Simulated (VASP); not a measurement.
A run of VASP 6.6.1 is set up as follows.

POSCAR

```
LiF
1.0
    2.5162584444      0.0000000000      0.0000000000
    0.0000000000      2.5162584444      0.0000000000
    0.0000000000      0.0000000000      2.5162584444
Li F
1 1
Direct
    0.0000000000      0.0000000000      0.0000000000
    0.5000000000      0.5000000000      0.5000000000
```

The input INCAR.step1:

```
PREC = Accurate
ENCUT = 520
EDIFF = 1E-5
ISMEAR = 0
SIGMA = 0.01
LREAL = F
LASPH = T
NELM = 60
ALGO = Normal
ISIF = 2
LWAVE = T
LCHARG = F
GGA = PE
NBANDS = 12
```

Contents of INCAR.step2:

```
PREC = Accurate
ENCUT = 520
EDIFF = 1E-6
ISMEAR = 0
SIGMA = 0.01
LREAL = F
LASPH = T
NELM = 60
ALGO = Normal
ISIF = 2
LWAVE = F
LCHARG = F
GGA = PE
LHFCALC = T
HFSCREEN = 0.2079
PRECFOCK = Normal
ISTART = 1
NBANDS = 12
```

File KPOINTS:

```
Automatic mesh
0
Gamma
  4 4 4
```

Potentials or basis: VASP PAW PBE potentials, release 64 (Li_sv, F).

Launch:

```bash
$ cat potpaw_PBE.64/Li_sv/POTCAR potpaw_PBE.64/F/POTCAR > POTCAR
$ cp INCAR.step1 INCAR
$ mpirun -np 1 vasp_std > vasp.out
$ cp INCAR.step2 INCAR
$ mpirun -np 1 vasp_std > vasp.out
```

Problem. Predict the band gap on the k mesh.

Solution. 10.18 eV (least direct gap 10.94 eV).

Caveat: the k points lie up to 0.62 Å⁻¹ apart. A k mesh can miss the band edges.
